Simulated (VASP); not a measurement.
Set up this calculation in VASP 6.6.1, as the native input.

* Task: single point
* Functional: PBE
* Potentials or basis: VASP PAW PBE potentials, release 64 (Ca_sv, Pt, Cl)
* Cutoff: 520 eV
* k mesh: 9 × 9 × 5
* Occupations: fermi-dirac, width 0.1 eV
* Spin: no spin polarisation
* Dipole correction: no
* Further INCAR settings: ALGO = Normal; EDIFF = 1e-07; NBANDS = 36

The structure of CaPtCl lies in POSCAR:

```
CaPtCl
1.0
    3.9749230000      0.0000000000      0.0000000000
    0.0000000000      3.9749230000      0.0000000000
    0.0000000000      0.0000000000      6.9596890000
Ca Pt Cl
2 2 2
Direct
    0.2500000000      0.2500000000      0.1962000000
    0.7500000000      0.7500000000      0.8038000000
    0.2500000000      0.2500000000      0.6432000000
    0.7500000000      0.7500000000      0.3568000000
    0.7500000000      0.2500000000      0.0000000000
    0.2500000000      0.7500000000      0.0000000000
```

These files were run (other wordings do the same):

INCAR

```
ALGO = Normal
EDIFF = 1E-7
ENCUT = 520
GGA = PE
ISIF = 2
ISMEAR = -1
LASPH = T
LCHARG = F
LREAL = F
LWAVE = F
NBANDS = 36
NELM = 100
PREC = Accurate
SIGMA = 0.1
```

KPOINTS

```
k-points
0
Gamma
  9 9 5
```

Potentials or basis: VASP PAW PBE potentials, release 64 (Ca_sv, Pt, Cl).

Run with:

```bash
$ cat potpaw_PBE.64/Ca_sv/POTCAR potpaw_PBE.64/Pt/POTCAR potpaw_PBE.64/Cl/POTCAR > POTCAR
$ mpirun -np 1 vasp_std > vasp.out
```

It gave:

```yaml
Pressure: 25.0 GPa
Largest_force: 4.506 eV/Å
Band_gap_on_the_k_mesh: zero (band 27 reaches 6.26 eV, above the bottom of band 28 at 5.79 eV)
```

Caveat: spin-orbit coupling is left out, which moves the levels of the heavy elements; forces of over 1 eV/Å act on the atoms, so gaps and moduli don't describe the material at rest.

Wall time 2.1 min on 1 thread of Oxide Virtual Turin-like Processor (shared host), peak memory 0.28 GiB.
